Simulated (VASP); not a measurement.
## Al: single point with r2SCAN

Crystal: Al.

```
Al
1.0
     2.93174    0.00000    0.00000
    -1.46587    2.53896    0.00000
     0.00000    0.00000    9.61087
Al
4
Cartesian
  2.9317 0.0000 0.0000
  2.9317 0.0000 4.8054
  0.0000 1.6926 2.4027
  1.4659 0.8463 7.2082
```

This isn't the form of Al at room conditions, which is fcc.

```
Program                : VASP 6.6.1
Task                   : single point
Functional             : r2SCAN
Potentials or basis    : VASP PAW PBE potentials, release 64 (Al)
Cutoff                 : 520 eV
k mesh                 : 14 × 14 × 4
Occupations            : fermi-dirac, width 0.1 eV
Spin                   : no spin polarisation
Dipole correction      : no
Further INCAR settings : ALGO = Normal; EDIFF = 1e-07; NBANDS = 14
```

* Pressure: -8.2 GPa
* Band gap on the k mesh: zero (bands 6 and 7 overlap by 5.74 eV)

Stress tensor (GPa, compression positive):
```
-8.58  0.00  0.00
 0.00 -8.58  0.00
 0.00  0.00 -7.56
```

Levels at points of the mesh, in eV from the Fermi level:
```csv
k point,band 4,band 5,band 6,band 7,band 8,band 9
"(0.00, 0.00, 0.00)",-4.70,-4.49,3.41,3.41,10.80,10.80
"(0.50, 0.00, 0.00)",-3.91,-3.39,-3.29,0.84,1.26,1.33
"(0.00, 0.00, 0.50)",-7.50,-0.94,-0.94,8.33,8.33,11.12
"(0.50, 0.00, 0.50)",-4.85,-1.89,-1.89,-1.23,-1.23,4.56
```

Run time: 3 min on 1 thread of AMD EPYC 9R45 96-Core Processor (Zen 5), on a shared host, peak memory 0.19 GiB.

Caveat: the cell stands under tension; the PAW data sets were made with another functional, which shifts forces and pressure a little.
